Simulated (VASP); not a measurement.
# Pd (Fm-3m) in VASP: single point with PBE

Aim: the single point of Pd with PBE.

Everything below comes from runs of VASP 6.6.1. Logs are shortened: lines on timing, memory, paths and dates and some standing lists are left out, and cuts for length are marked.

## 1. The cell of the first run

The structure is cubic, space group Fm-3m (No. 225). The conventional cell has a = 3.948 Å, b = 3.948 Å, c = 3.948 Å, α = 90.00°, β = 90.00°, γ = 90.00°. Pd (site symmetry m-3m) has 12 Pd at 2.79 Å within 3.7 Å.

## 2. Single point, PBE

File INCAR:

```
SYSTEM = Pd
PREC = Accurate ; ENCUT = 500
EDIFF = 1E-6 ; ISMEAR = 0
SIGMA = 0.1 ; LREAL = .False.
LASPH = .True. ; NELM = 120
ALGO = Normal ; ISIF = 2
LWAVE = .False. ; LCHARG = .False.
GGA = PE ; NBANDS = 11
GGA_COMPAT = .False.
```

File KPOINTS:

```
Automatic mesh
0
Gamma
  8 8 8
  0 0 0
```

File POSCAR:

```
Pd
1.0
    0.0000000000      1.9738713478      1.9738713478
    1.9738713478      0.0000000000      1.9738713478
    1.9738713478      1.9738713478      0.0000000000
Pd
1
Direct
    0.0000000000      0.0000000000      0.0000000000
```

Potentials or basis: VASP PAW PBE potentials, release 64 (Pd).

On the command line:

```sh
> cat potpaw_PBE.64/Pd/POTCAR > POTCAR
> mpirun -np 1 vasp_std > vasp.out
```

OUTCAR:

```text
SYSTEM = Pd
   PREC = Accurate
   ENCUT = 500
   EDIFF = 1E-6
   ISMEAR = 0
   LREAL = .False.
   LASPH = .True.
   NELM = 120
   ISIF = 2
   GGA = PE

 ion  position               nearest neighbor table
   1  0.000  0.000  0.000-

  LATTYP: Found a face centered cubic cell.
 ALAT       =     3.9477426956

  Lattice vectors:

 A1 = (   0.0000000000,   1.9738713478,   1.9738713478)
 A2 = (   1.9738713478,   0.0000000000,   1.9738713478)
 A3 = (   1.9738713478,   1.9738713478,   0.0000000000)

Analysis of symmetry for initial positions (statically):
=====================================================================
 Subroutine PRICEL returns:
 Original cell was already a primitive cell.

 Routine SETGRP: Setting up the symmetry group for a
 face centered cubic supercell.

 Subroutine GETGRP returns: Found 48 space group operations
 (whereof 48 operations were pure point group operations)
 out of a pool of 48 trial point group operations.

The static configuration has the point symmetry O_h .

Analysis of symmetry for dynamics (positions and initial velocities):
=====================================================================
 Subroutine PRICEL returns:
 Original cell was already a primitive cell.

 Routine SETGRP: Setting up the symmetry group for a
 face centered cubic supercell.

 Subroutine GETGRP returns: Found 48 space group operations
 (whereof 48 operations were pure point group operations)
 out of a pool of 48 trial point group operations.

The dynamic configuration has the point symmetry O_h .

 Subroutine INISYM returns: Found 48 space group operations
 (whereof 48 operations are pure point group operations),
 and found     1 'primitive' translations

----------------------------------------------------------------------------------------

                                     Primitive cell

  volume of cell :      15.3811

  direct lattice vectors                    reciprocal lattice vectors
     0.000000000  1.973871348  1.973871348    -0.253309316  0.253309316  0.253309316
     1.973871348  0.000000000  1.973871348     0.253309316 -0.253309316  0.253309316
     1.973871348  1.973871348  0.000000000     0.253309316  0.253309316 -0.253309316

  length of vectors
     2.791475630  2.791475630  2.791475630     0.438744604  0.438744604  0.438744604

  position of ions in fractional coordinates (direct lattice)
     0.000000000  0.000000000  0.000000000

  ion indices of the primitive-cell ions
   primitive index   ion index
                 1           1

----------------------------------------------------------------------------------------

 KPOINTS: Automatic mesh

Automatic generation of k-mesh.
 Grid dimensions read from file:
 generate k-points for:    8    8    8

 Generating k-lattice:

  Cartesian coordinates                     Fractional coordinates (reciprocal lattice)
    -0.031663664  0.031663664  0.031663664     0.125000000  0.000000000  0.000000000
     0.031663664 -0.031663664  0.031663664     0.000000000  0.125000000  0.000000000
     0.031663664  0.031663664 -0.031663664     0.000000000  0.000000000  0.125000000

  Length of vectors
     0.054843076  0.054843076  0.054843076

  Shift w.r.t. Gamma in fractional coordinates (k-lattice)
     0.000000000  0.000000000  0.000000000

 Subroutine IBZKPT returns following result:
 ===========================================

 Found     29 irreducible k-points:

 Following reciprocal coordinates:
            Coordinates               Weight
  0.000000  0.000000  0.000000      1.000000
  0.125000  0.000000  0.000000      8.000000
  0.250000  0.000000  0.000000      8.000000
  0.375000  0.000000  0.000000      8.000000
  0.500000  0.000000  0.000000      4.000000
  0.125000  0.125000  0.000000      6.000000
[... 16 lines left out ...]
  0.500000  0.250000  0.125000     48.000000
 -0.375000  0.250000  0.125000     24.000000
 [... further k-points ...]
   k-points           NKPTS =     29   k-points in BZ     NKDIM =     29   number of bands    NBANDS=     11
   number of dos      NEDOS =    301   number of ions     NIONS =      1
   total plane-waves  NPLWV =   8000
   dimension x,y,z NGX =    20 NGY =   20 NGZ =   20
   dimension x,y,z NGXF=    40 NGYF=   40 NGZF=   40
   ions per type =               1
   NGX,Y,Z   is equivalent  to a cutoff of  11.91, 11.91, 11.91 a.u.
   NGXF,Y,Z  is equivalent  to a cutoff of  23.82, 23.82, 23.82 a.u.
 SYSTEM =  Pd
   PREC   = accura    normal or accurate (medium, high low for compatibility)
   ISTART =      0    job   : 0-new  1-cont  2-samecut
   ICHARG =      2    charge: 1-file 2-atom 10-const
   ISPIN  =      1    spin polarized calculation?
   LNONCOLLINEAR =      F non collinear calculations
   LSORBIT =      F    spin-orbit coupling
   LASPH  =      T    aspherical Exc in radial PAW
   ENCUT  =  500.0 eV  36.75 Ry    6.06 a.u.   5.09  5.09  5.09*2*pi/ulx,y,z
   NELM   =    120;   NELMIN=  2; NELMDL= -5     # of ELM steps
   EDIFF  = 0.1E-05   stopping-criterion for ELM
   LREAL  =      F    real-space projection
   EDIFFG = 0.1E-04   stopping-criterion for IOM
   NSW    =      0    number of steps for IOM
   IBRION =     -1    ionic relax: 0-MD 1-quasi-New 2-CG
   NFREE  =      0    steps in history (QN), initial steepest desc. (CG)
   ISIF   =      2    stress and relaxation
   ISYM   =      2    0-nonsym 1-usesym 2-fastsym
   POTIM  = 0.5000    time-step for ionic-motion
   TEBEG  =    0.0;   TEEND  =   0.0 temperature during run
   PSTRESS=    0.0 pullay stress
   NELECT =      10.0000    total number of electrons
   NUPDOWN=      -1.0000    fix difference up-down
   EMIN   =  10.00;   EMAX   =-10.00  energy-range for DOS
   EFERMI =   0.00;   METHOD = LEGACY
   ISMEAR =     0;   SIGMA  =   0.10  broadening in eV -4-tet -1-fermi 0-gaus
   EFERMI_NEDOS =   21; number of points for ismear=-14 and -15
   IALGO  =     38    algorithm
   IMIX   =      4    mixing-type and parameters
     AMIX     =   0.40;   BMIX     =  1.00
     AMIX_MAG =   1.60;   BMIX_MAG =  1.00
  volume/ion in A,a.u.               =      15.38       103.80
  Fermi-wavevector in a.u.,A,eV,Ry     =   1.418228  2.680062 27.366351  2.011370
  Thomas-Fermi vector in A             =   2.539375
   LORBIT       =      0    0 simple, 1 ext, 2 COOP (PROOUT), +10 PAW based schemes
   GGA     = PE    functional components
   LHFCALC =     F    Hartree Fock is set to
   AEXX    =    0.0000 exact exchange contribution
   IVDW    =     0    specifies the selected vdW correction
   LEPSILON=     F    determine dielectric tensor
   LRPA    =     F    only Hartree local field effects (RPA)
 non-spin polarized calculation
 Gauss-broadening in eV      SIGMA  =   0.10
  energy-cutoff  :      500.00
  volume of cell :       15.38
 maximum number of plane-waves:       399
   NGX = 11   NGY = 11   NGZ = 11

 number of electron      10.0000000 magnetization

 number of electron       9.9999995 magnetization

 Free energy of the ion-electron system (eV)
  ---------------------------------------------------
  ext. energy  EPLUGINS =         0.00000000
  ---------------------------------------------------
  free energy    TOTEN  =        -5.20405656 eV

  energy without entropy =       -5.19259381  energy(sigma->0) =       -5.19832519

 E-fermi :   9.1902     XC(G=0): -12.9182

 val. band max:        9.1857114125   @ k =   0.5000   0.2500   0.0000
 cond. band min:       9.2716761366   @ k =   0.5000   0.3750   0.0000
 fundamental gap:      0.0859647241
 Fermi energy:         9.1901886645

 k-point     1 :       0.0000    0.0000    0.0000
  band No.  band energies     occupation
      1       2.2731      2.00000
      2       6.4731      2.00000
      3       6.4731      2.00000
      4       6.4731      2.00000
      5       7.9743      2.00000
      6       7.9743      2.00000
      7      26.2583      0.00000
      8      30.7912      0.00000
      9      30.7912      0.00000
     10      30.7912      0.00000
     11      35.4869      0.00000

 k-point     2 :       0.1250    0.0000    0.0000
  band No.  band energies     occupation
      1       2.8021      2.00000
      2       6.3160      2.00000
      3       6.6349      2.00000
      4       6.6349      2.00000
      5       7.9136      2.00000
      6       7.9136      2.00000
      7      26.5907      0.00000
      8      28.1341      0.00000
      9      31.3429      0.00000
     10      31.3429      0.00000
     11      35.6905      0.00000

 k-point     3 :       0.2500    0.0000    0.0000
  band No.  band energies     occupation
      1       3.9253      2.00000
      2       6.4392      2.00000
      3       6.7468      2.00000
      4       6.7468      2.00000
      5       8.1199      2.00000
      6       8.1199      2.00000
      7      23.2786      0.00000
      8      27.2123      0.00000
      9      32.1834      0.00000
     10      32.1834      0.00000
     11      34.5094      0.00000

 k-point     4 :       0.3750    0.0000    0.0000
  band No.  band energies     occupation
      1       4.2110      2.00000
      2       6.5431      2.00000
      3       6.5431      2.00000
      4       8.3391      2.00000
      5       8.7622      2.00000
      6       8.7622      2.00000
      7      18.7646      0.00000
      8      26.1247      0.00000
      9      30.7462      0.00000
     10      30.7462      0.00000
     11      35.2699      0.00000
[... 239 lines left out ...]
 k-point    22 :       0.3750    0.2500    0.1250
  band No.  band energies     occupation
      1       4.8931      2.00000
      2       5.5219      2.00000
      3       6.5156      2.00000
      4       7.6766      2.00000
      5       7.8504      2.00000
      6       9.3949      0.00378
      7      23.8376      0.00000
      8      24.5610      0.00000
      9      28.0827      0.00000
     10      30.7842      0.00000
     11      34.1615      0.00000

 k-point    23 :       0.5000    0.2500    0.1250
  band No.  band energies     occupation
      1       5.0831      2.00000
      2       5.9173      2.00000
      3       6.2950      2.00000
      4       7.5035      2.00000
      5       8.6389      2.00000
      6      11.5038      0.00000
      7      19.4920      0.00000
      8      23.8793      0.00000
      9      26.0762      0.00000
     10      30.8127      0.00000
     11      34.4578      0.00000

 k-point    24 :      -0.3750    0.2500    0.1250
  band No.  band energies     occupation
      1       5.0282      2.00000
      2       5.7351      2.00000
      3       6.8485      2.00000
      4       7.2855      2.00000
      5       8.9785      1.99724
      6      13.8455      0.00000
      7      16.2031      0.00000
      8      24.4566      0.00000
      9      24.6602      0.00000
     10      29.9493      0.00000
     11      35.4072      0.00000

 [... further k-points ...]
[... 5 lines left out ...]
  --------------------------------------------------------------------------------------
  -------------------------------------------------------------------------------------
  Total       -0.0125596     -0.0125596     -0.0125596      0.0000000      0.0000000      0.0000000
  in kB       -1.3082799     -1.3082799     -1.3082799      0.0000000      0.0000000      0.0000000
  external PRESSURE =      -1.3082799 kB  Pullay stress =       0.0000000 kB

 VOLUME and BASIS-vectors are now :
 -----------------------------------------------------------------------------
  energy-cutoff  :      500.00
  volume of cell :       15.38
      direct lattice vectors                 reciprocal lattice vectors
     0.000000000  1.973871348  1.973871348    -0.253309316  0.253309316  0.253309316
     1.973871348  0.000000000  1.973871348     0.253309316 -0.253309316  0.253309316
     1.973871348  1.973871348  0.000000000     0.253309316  0.253309316 -0.253309316

 POSITION                                       TOTAL-FORCE (eV/Angst)
 -----------------------------------------------------------------------------------
      0.00000      0.00000      0.00000        -0.000000     -0.000000     -0.000000
 -----------------------------------------------------------------------------------
    total drift:                                0.000000      0.000000      0.000000

  FREE ENERGIE OF THE ION-ELECTRON SYSTEM (eV)
  ---------------------------------------------------
  free  energy   TOTEN  =        -5.2040565588 eV

  energy  without entropy=       -5.1925938122  energy(sigma->0) =       -5.19832519
```

Wall time 2.3 s (1 thread of Intel Xeon 6975P-C (Granite Rapids), shared host); peak memory 0.12 GiB.

Results:

```
Free energy            : -5.2041 eV
Pressure               : -0.1 GPa
Band gap on the k mesh : zero (band 5 reaches 9.40 eV, above the bottom of band 6 at 7.91 eV)
```
